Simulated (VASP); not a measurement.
**Si2C3: single point with PBE**

Si2C3:

```
CELL_PARAMETERS angstrom
2.67398 0.00000 0.00000
-1.33699 2.31574 0.00000
0.00000 0.00000 22.23251
ATOMIC_POSITIONS crystal
Si 0.66667 0.33333 0.80000
Si 0.66667 0.33333 0.00000
Si 0.66667 0.33333 0.20000
Si 0.33333 0.66667 0.50000
C 0.66667 0.33333 0.40000
C 0.66667 0.33333 0.60000
C 0.33333 0.66667 0.70000
C 0.33333 0.66667 0.90000
C 0.33333 0.66667 0.10000
C 0.33333 0.66667 0.30000
```

```
Program             : VASP 6.6.1
Task                : single point
Functional          : PBE
Potentials or basis : VASP PAW PBE potentials, release 64 (Si, C)
Cutoff              : 520 eV
k mesh              : 6 × 6 × 1
Occupations         : gaussian, width 0.1 eV
Spin                : no spin polarisation
```

```json
{"Pressure": "-20.3 GPa", "Largest force": "0.406 eV/Å", "Band gap on the k mesh": "zero (bands 20 and 21 overlap by 5.49 eV)"}
```

Forces in eV/Å, atoms in the order of the input:
```
Si   0.000  0.000  0.305
Si   0.000  0.000  0.000
Si   0.000  0.000 -0.305
Si   0.000  0.000  0.000
C    0.000  0.000 -0.326
C    0.000  0.000  0.326
C    0.000  0.000 -0.406
C    0.000  0.000  0.030
C    0.000  0.000 -0.030
C    0.000  0.000  0.406
```

Stress tensor (GPa, compression positive):
```
-18.14   0.00   0.00
  0.00 -18.14   0.00
  0.00   0.00 -24.48
```

Levels at points of the mesh, in eV from the Fermi level:
| k point | band 17 | band 18 | band 19 | band 20 | band 21 | band 22 | band 23 | band 24 |
| --- | --- | --- | --- | --- | --- | --- | --- | --- |
| (0.00, 0.00, 0.00) | 2.99 | 3.63 | 3.63 | 3.65 | 3.65 | 3.79 | 3.79 | 3.82 |
| (0.50, 0.00, 0.00) | -2.91 | -2.15 | -1.72 | -1.21 | -0.82 | 0.33 | 0.62 | 1.77 |

Run time: 59 s on 1 thread of Intel(R) Xeon(R) Platinum 8375C CPU @ 2.90GHz (Ice Lake), on a shared host, peak memory 0.24 GiB.

Caveat: the k points lie up to 0.45 Å⁻¹ apart, too coarse for converged energies and pressures of a metal.
